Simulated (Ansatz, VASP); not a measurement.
# HfN: VASP beside Ansatz

File INCAR:

```
  PREC = Accurate
  ENCUT = 520
  EDIFF = 1E-6
  ISMEAR = 0
  SIGMA = 0.15
  LREAL = False
  LASPH = True
  NELM = 100
  ALGO = Normal
  ISIF = 2
  LWAVE = False
  LCHARG = True
  GGA = PE
  LELF = True
  LVHAR = True
  NBANDS = 14
```

KPOINTS

```
Automatic mesh
0
Gamma
  18 18 18
```

The input POSCAR:

```
HfN
1.0
    0.0000000000      2.2590000000      2.2590000000
    2.2590000000      0.0000000000      2.2590000000
    2.2590000000      2.2590000000      0.0000000000
Hf N
1 1
Direct
    0.0000000000      0.0000000000      0.0000000000
    0.4765236792      0.5000000000      0.5000000000
```

Input for Ansatz:

```yaml
crystal:
  lattice:
    - [0.0, 2.259, 2.259]
    - [2.259, 0.0, 2.259]
    - [2.259, 2.259, 0.0]
  atoms:
    - { symbol: Hf, position: [0.0, 0.0, 0.0] }
    - { symbol: "N", position: [0.4765236792, 0.5, 0.5] }
basis:
  ecutwfc: 420
kpoints:
  mp_grid: { grid: [18, 18, 18] }
hamiltonian:
  xc: pbe
scf:
  occupations: { method: gaussian, width: 0.15 }
output:
  forces: true
  stress: true
  eigenvalues: true
```

Change from the starting cell: all N atoms moved +0.075 Å, as atom 2 towards its neighbour atom 2 (N) at 3.195 Å.

Alike in both runs: task single point; functional PBE; k mesh 18 × 18 × 18; occupations gaussian, width 0.15 eV; no spin polarisation.

|  | VASP | Ansatz |
| --- | --- | --- |
| version | VASP 6.6.1 | Ansatz 0.2.0 |
| potentials or method | VASP PAW PBE potentials, release 64 (Hf_pv, N), cutoff 520 eV | scalar-relativistic, plane waves, PAW |
| valence electrons in the cell | 15 | 31 |

Ansatz gave:

* gap on the k mesh at the Fermi level (eV): none
* pressure (GPa): 6.2
* traceless stress, the component that is largest in VASP (GPa): -0.70
* rms of the force components (eV/Å): 0.510

Question: Which values does VASP return?

Answer: gap on the k mesh at the Fermi level (eV): none; pressure (GPa): 3.8; traceless stress, the component that is largest in VASP (GPa): -0.70; rms of the force components (eV/Å): 0.510.

Atom by atom the forces differ by 0.001 eV/Å (rms over components). A gap of «none» marks a metal or a gap that the smearing closes. With one functional, cell and mesh, what is left measures potentials, basis and numerics. VASP's potentials hold 15 valence electrons a cell and Ansatz's 31, so a difference there can come from the potentials and not from the codes.

Spin-orbit coupling is off throughout.
